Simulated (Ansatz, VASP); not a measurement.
# Au: VASP beside Ansatz

File INCAR:

```
PREC = Accurate
ENCUT = 520
EDIFF = 1E-6
ISMEAR = -1
SIGMA = 0.05
LREAL = F
LASPH = T
NELM = 60
ALGO = Fast
ISIF = 2
LWAVE = F
LCHARG = F
GGA = PS
NBANDS = 18
```

File KPOINTS:

```
Automatic mesh
0
Gamma
  8 8 5
```

Contents of POSCAR:

```
Au
1.0
    2.8154890579      0.0000000000      0.0000000000
   -0.0129553469      2.8201795887      0.0000000000
   -1.1378916452     -1.1854109603      4.7270534720
Au
2
Direct
    0.6728620000      0.6659620000      0.2740550000
    0.3271380000      0.3340380000      0.7259450000
```

Contents of input.yaml:

```yaml
crystal:
  lattice:
    - [2.8154890579, 0.0, 0.0]
    - [-0.0129553469, 2.8201795887, 0.0]
    - [-1.1378916452, -1.1854109603, 4.727053472]
  atoms:
    - { symbol: Au, position: [0.672862, 0.665962, 0.274055] }
    - { symbol: Au, position: [0.327138, 0.334038, 0.725945] }
hamiltonian:
  xc: pbesol
  pseudopotentials: { kind: paw }
kpoints:
  mp_grid: { grid: [8, 8, 5] }
  band_path:
    path:
      - [[0.5, 0.0, 0.0], [0.0, 0.0, 0.0], [0.0, -0.5, 0.0]]
      - [[0.5, -0.5, 0.0], [0.0, 0.0, 0.0], [0.0, 0.5, -0.5]]
      - [[0.5, 0.5, -0.5], [0.0, 0.0, 0.0], [0.0, 0.0, -0.5]]
      - [[0.5, 0.0, -0.5], [0.0, 0.0, 0.0]]
    npoints: 14
scf:
  occupations: { method: fermi_dirac, width: 0.05 }
  n_extra_bands: 6
output:
  forces: true
  stress: true
  eigenvalues: true
  fatbands: true
  write_density: true
  write_potential: true
  elf: true
  volumetric_format: npy
```

Alike in both runs: functional PBEsol; k mesh 8 × 8 × 5; occupations fermi-dirac, width 0.05 eV; no spin polarisation.

```csv
,VASP,Ansatz
version,VASP 6.6.1,Ansatz 0.2.0
potentials or method,"VASP PAW PBE potentials, release 64 (Au)",Ansatz PAW
plane-wave cutoff (eV),520,420
valence electrons in the cell,22,38
task,single point,band structure
```

|  | VASP | Ansatz | Ansatz less VASP |
| --- | --- | --- | --- |
| gap on the k mesh at the Fermi level (eV) | none | none | - |
| pressure (GPa) | -3.1 | -2.9 | +0.20 |
| traceless stress, the component that is largest in VASP (GPa) | 6.68 | 6.74 | +0.063 |
| rms of the force components (eV/Å) | 0.230 | 0.230 | -0.0002 |

VASP's potentials were made for PBE, not for PBEsol. Atom by atom the forces differ by 0.001 eV/Å (rms over components). A gap of «none» marks a metal or a gap that the smearing closes. VASP's potentials hold 22 valence electrons a cell and Ansatz's 38, so a difference there can come from the potentials and not from the codes.

Spin-orbit coupling is off throughout.
